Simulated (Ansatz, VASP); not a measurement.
One calculation of B, two programs

The input INCAR:

```
SYSTEM = B
PREC = Accurate
ENCUT = 500
EDIFF = 1E-6
ISMEAR = 0
SIGMA = 0.1
LREAL = .FALSE.
LASPH = .TRUE.
NELM = 120
ALGO = Normal
ISIF = 2
LWAVE = .FALSE.
LCHARG = .FALSE.
GGA = PS
NBANDS = 22
GGA_COMPAT = .FALSE.
```

Contents of KPOINTS:

```
regular mesh
0
G
  6 6 6
  0 0 0
```

File POSCAR:

```
B
1.0
    3.8397621299      0.0000000000      0.0000000000
    0.0000000000      3.8397621299      0.0000000000
    0.0000000000      0.0000000000      3.8397621299
B
8
Direct
    0.5000000000      0.5000000000      0.5000000000
    0.0000000000      0.0000000000      0.0000000000
    0.2500000000      0.0000000000      0.5000000000
    0.5000000000      0.2500000000      0.0000000000
    0.5000000000      0.7500000000      0.0000000000
    0.7500000000      0.0000000000      0.5000000000
    0.0000000000      0.5000000000      0.7500000000
    0.0000000000      0.5000000000      0.2500000000
```

Input for Ansatz:

```yaml
crystal:
  lattice:
    - [3.8397621299, 0.0, 0.0]
    - [0.0, 3.8397621299, 0.0]
    - [0.0, 0.0, 3.8397621299]
  atoms:
    - { symbol: B, position: [0.5, 0.5, 0.5] }
    - { symbol: B, position: [0.0, 0.0, 0.0] }
    - { symbol: B, position: [0.25, 0.0, 0.5] }
    - { symbol: B, position: [0.5, 0.25, 0.0] }
    - { symbol: B, position: [0.5, 0.75, 0.0] }
    - { symbol: B, position: [0.75, 0.0, 0.5] }
    - { symbol: B, position: [0.0, 0.5, 0.75] }
    - { symbol: B, position: [0.0, 0.5, 0.25] }
basis:
  ecutwfc: 420
kpoints:
  mp_grid: { grid: [6, 6, 6] }
hamiltonian:
  xc: pbesol
scf:
  occupations: { method: gaussian, width: 0.1 }
  lower_state_search: "off"
output:
  forces: true
  stress: true
  eigenvalues: true
```

Alike in both runs: task single point; functional PBEsol; k mesh 6 × 6 × 6; occupations gaussian, width 0.1 eV; no spin polarisation.

|  | VASP | Ansatz |
| --- | --- | --- |
| version | VASP 6.6.1 | Ansatz 0.2.0 |
| potentials or method | VASP PAW PBE potentials, release 64 (B), cutoff 500 eV | scalar-relativistic, plane waves, PAW |
| valence electrons in the cell | 24 | 24 |

```csv
,VASP,Ansatz,Ansatz less VASP
gap on the k mesh at the Fermi level (eV),none,none,-
pressure (GPa),-27.6,-27.7,-0.14
```

VASP's potentials were made for PBE, not for PBEsol. A gap of «none» marks a metal or a gap that the smearing closes. With one functional, cell and mesh, what is left measures potentials, basis and numerics.
